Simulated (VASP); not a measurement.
# Zr2AgAs3 (P-3m1) in VASP: a series of runs, part 2 of 2

VASP 6.6.1. Earlier steps stand in the parts before.

### 3 Relaxation of cell and atoms, PBEsol

This run uses another cell than the first one, of 21.83 Å³/atom.

File INCAR:

```
SYSTEM = Zr2AgAs3
  ALGO = Normal
  EDIFF = 1E-7
  EDIFFG = -0.01
  ENCUT = 600
  GGA = PS
  IBRION = 2
  ISIF = 3
  ISMEAR = -1
  LASPH = .TRUE.
  LCHARG = .FALSE.
  LREAL = .FALSE.
  LWAVE = .FALSE.
  NELM = 100
  NSW = 100
  PREC = Accurate
  SIGMA = 0.03
```

File KPOINTS:

```
k-points
0
G
  6 6 2
  0 0 0
```

File POSCAR:

```
Zr2AgAs3
1.0
    3.9398096600      0.0000000000      0.0000000000
   -1.9699048300      3.4119752500      0.0000000000
    0.0000000000      0.0000000000      9.7441999400
Zr Ag As
2 1 3
Direct
    0.3333333300      0.6666666700      0.6790233900
    0.6666666700      0.3333333300      0.3209766100
    0.0000000000      0.0000000000      0.0000000000
    0.3333333300      0.6666666700      0.1429916000
    0.6666666700      0.3333333300      0.8570084000
    0.0000000000      0.0000000000      0.5000000000
```

Potentials or basis: VASP PAW PBE potentials, release 64 (Zr_sv, Ag, As).

Launch:

```sh
$ cat potpaw_PBE.64/Zr_sv/POTCAR potpaw_PBE.64/Ag/POTCAR potpaw_PBE.64/As/POTCAR > POTCAR
$ mpirun -np 1 vasp_std > vasp.out
```

OUTCAR:

```text
SYSTEM = Zr2AgAs3
   EDIFF = 1E-7
   EDIFFG = -0.01
   ENCUT = 600
   GGA = PS
   IBRION = 2
   ISIF = 3
   ISMEAR = -1
   LASPH = .TRUE.
   LREAL = .FALSE.
   NELM = 100
   NSW = 100
   PREC = Accurate

 ion  position               nearest neighbor table
   1  0.333  0.667  0.679-   5 2.86   5 2.86   5 2.86   6 2.87   6 2.87   6 2.87
   2  0.667  0.333  0.321-   4 2.86   4 2.86   4 2.86   6 2.87   6 2.87   6 2.87
   3  0.000  0.000  0.000-   4 2.67   5 2.67   4 2.67   5 2.67   5 2.67   4 2.67
   4  0.333  0.667  0.143-   3 2.67   3 2.67   3 2.67   2 2.86   2 2.86   2 2.86
   5  0.667  0.333  0.857-   3 2.67   3 2.67   3 2.67   1 2.86   1 2.86   1 2.86
   6  0.000  0.000  0.500-   1 2.87   2 2.87   1 2.87   2 2.87   2 2.87   1 2.87

  LATTYP: Found a hexagonal cell.
 ALAT       =     3.9398096600
 C/A-ratio  =     2.4732666755

  Lattice vectors:

 A1 = (   3.9398096600,   0.0000000000,   0.0000000000)
 A2 = (  -1.9699048300,   3.4119752500,   0.0000000000)
 A3 = (   0.0000000000,   0.0000000000,   9.7441999400)

Analysis of symmetry for initial positions (statically):
=====================================================================
 Subroutine PRICEL returns:
 Original cell was already a primitive cell.

[... 169 lines left out ...]
------------------------ aborting loop because EDIFF is reached ----------------------------------------

  FORCE on cell =-STRESS in cart. coord.  units (eV):
  Direction    XX          YY          ZZ          XY          YZ          ZX
  --------------------------------------------------------------------------------------
  -------------------------------------------------------------------------------------
  Total       -5.7404188     -5.7404188     -7.7396846     -0.0000000      0.0000000      0.0000000
  in kB      -70.2145091    -70.2145090    -94.6687283     -0.0000000      0.0000000      0.0000000
  external PRESSURE =     -78.3659155 kB  Pullay stress =       0.0000000 kB
[... 101 lines left out ...]
  FREE ENERGIE OF THE ION-ELECTRON SYSTEM (eV)
  ---------------------------------------------------
  free  energy   TOTEN  =       -40.0503386029 eV

  energy  without entropy=      -40.0467773795  energy(sigma->0) =      -40.04855799

[... ionic steps 4 to 15 ...]

--------------------------------------- Ionic step       16  -------------------------------------------

 number of electron      49.9999994 magnetization

------------------------ aborting loop because EDIFF is reached ----------------------------------------
[... 75 lines left out ...]
--------------------------------------- Ionic step       18  -------------------------------------------

 number of electron      49.9999994 magnetization

 Free energy of the ion-electron system (eV)
  ---------------------------------------------------
  ext. energy  EPLUGINS =         0.00000000
  ---------------------------------------------------
  free energy    TOTEN  =       -40.38862817 eV

  energy without entropy =      -40.38297660  energy(sigma->0) =      -40.38580238

 E-fermi :   7.1807     XC(G=0): -11.0308

 val. band max:        7.1575896933   @ k =   0.3333   0.0000   0.0000
 cond. band min:       7.2219734738   @ k =   0.5000   0.0000   0.0000
 fundamental gap:      0.0643837805
 Fermi energy:         7.1806630375

 k-point     1 :       0.0000    0.0000    0.0000
  band No.  band energies     occupation
      1     -42.0032      2.00000
      2     -41.9960      2.00000
      3     -20.1821      2.00000
      4     -20.0745      2.00000
      5     -20.0159      2.00000
      6     -20.0159      2.00000
[... 484 lines left out ...]
  FREE ENERGIE OF THE ION-ELECTRON SYSTEM (eV)
  ---------------------------------------------------
  free  energy   TOTEN  =       -40.3886281665 eV

  energy  without entropy=      -40.3829766024  energy(sigma->0) =      -40.38580238

 reached required accuracy - stopping structural energy minimisation
```

CONTCAR:

```text
Zr2AgAs3
   1.00000000000000
     3.8279911398260107   -0.0000000000000000   -0.0000000000000000
    -1.9139955699130053    3.3151375710619249    0.0000000000000000
    -0.0000000000000000   -0.0000000000000000    9.5916160249764193
  Zr              Ag              As
     2     1     3
Direct
     0.3333333300000021    0.6666666699999979    0.6661143021331208
     0.6666666699999979    0.3333333300000021    0.3338856978668792
     1.0000000000000000    0.0000000000000000    0.0000000000000000
     0.3333333300000021    0.6666666699999979    0.1716035111856178
     0.6666666699999979    0.3333333300000021    0.8283964888143819
     1.0000000000000000    0.0000000000000000    0.5000000000000000

  0.00000000E+00  0.00000000E+00  0.00000000E+00
  0.00000000E+00  0.00000000E+00  0.00000000E+00
  0.00000000E+00  0.00000000E+00  0.00000000E+00
  0.00000000E+00  0.00000000E+00  0.00000000E+00
  0.00000000E+00  0.00000000E+00  0.00000000E+00
  0.00000000E+00  0.00000000E+00  0.00000000E+00
```

Run time: 23 min. Hardware: 1 thread of Intel Xeon 8259CL, shared host; peak memory 0.33 GiB.

Results:

| Property | Result |
| --- | --- |
| Free energy | -40.3886 eV |
| Relaxed volume | 20.29 Å³/atom |
| Relaxed cell | a = 3.828 Å, b = 3.828 Å, c = 9.592 Å, α = 90.00°, β = 90.00°, γ = 120.00° |
| Space group after relaxing (to 0.1 Å) | P-3m1 (No. 164) |
| Energy gained by relaxing | 134.4 meV/atom |
| Ionic steps | 18 |
| Pressure after relaxing | 0.0 GPa |
| Largest force after relaxing | 0.007 eV/Å |
| Band gap on the k mesh | zero (bands 25 and 26 overlap by 0.56 eV) |

Forces on the atoms (eV/Å):
```
Zr   0.000  0.000 -0.007
Zr   0.000  0.000  0.007
Ag   0.000  0.000  0.000
As   0.000  0.000 -0.003
As   0.000  0.000  0.003
As   0.000  0.000  0.000
```

Step by step:
```tsv
step	energy change (eV)	largest force (eV/Å)	pressure (GPa)	volume (Å³)
1	0.0000	1.8737	-7.84	130.99
2	-0.3200	0.9781	9.73	111.76
3	-0.4683	1.3961	2.12	118.14
4	-0.6625	0.7065	1.34	119.20
5	-0.7525	0.4336	0.91	121.19
6	-0.7616	0.4115	0.93	120.74
7	-0.7797	0.1245	-1.39	123.26
8	-0.7803	0.1675	-1.04	122.86
9	-0.7985	0.0927	-0.31	121.93
10	-0.8039	0.0738	0.27	121.18
11	-0.8039	0.0760	0.36	121.07
12	-0.8056	0.0863	-0.18	121.75
13	-0.8056	0.0852	-0.13	121.69
14	-0.8064	0.0208	0.10	121.55
15	-0.8064	0.0194	0.10	121.55
16	-0.8065	0.0091	-0.07	121.79
17	-0.8065	0.0105	-0.05	121.76
18	-0.8066	0.0069	0.00	121.72
```

Final structure:
```xyz
6
Lattice="3.8280 0.0000 0.0000 -1.9140 3.3151 0.0000 0.0000 0.0000 9.5916" Properties=species:S:1:pos:R:3 pbc="T T T"
Zr    0.0000    2.2101    6.3891
Zr    1.9140    1.1050    3.2025
Ag    3.8280    0.0000    0.0000
As    0.0000    2.2101    1.6460
As    1.9140    1.1050    7.9457
As    3.8280    0.0000    4.7958
```

Levels at points of the mesh, in eV from the Fermi level:
```
           k point  band 21  band 22  band 23  band 24  band 25  band 26  band 27  band 28  band 29  band 30
(0.00, 0.00, 0.00)    -1.05    -1.05     0.31     0.40     0.41     0.41     0.62     0.62     1.43     1.43
(0.50, 0.00, 0.00)    -2.97    -1.32    -1.32    -1.08    -0.67     0.04     1.16     2.29     2.54     2.59
(0.00, 0.00, 0.50)    -1.54    -1.38    -1.38     0.38     0.38     1.11     1.11     1.14     1.47     1.47
(0.50, 0.00, 0.50)    -2.80    -2.36    -1.72    -0.31    -0.29     0.06     1.11     2.30     2.41     2.73
```

Caveat: the PAW data sets were made with another functional, which shifts forces and pressure a little.
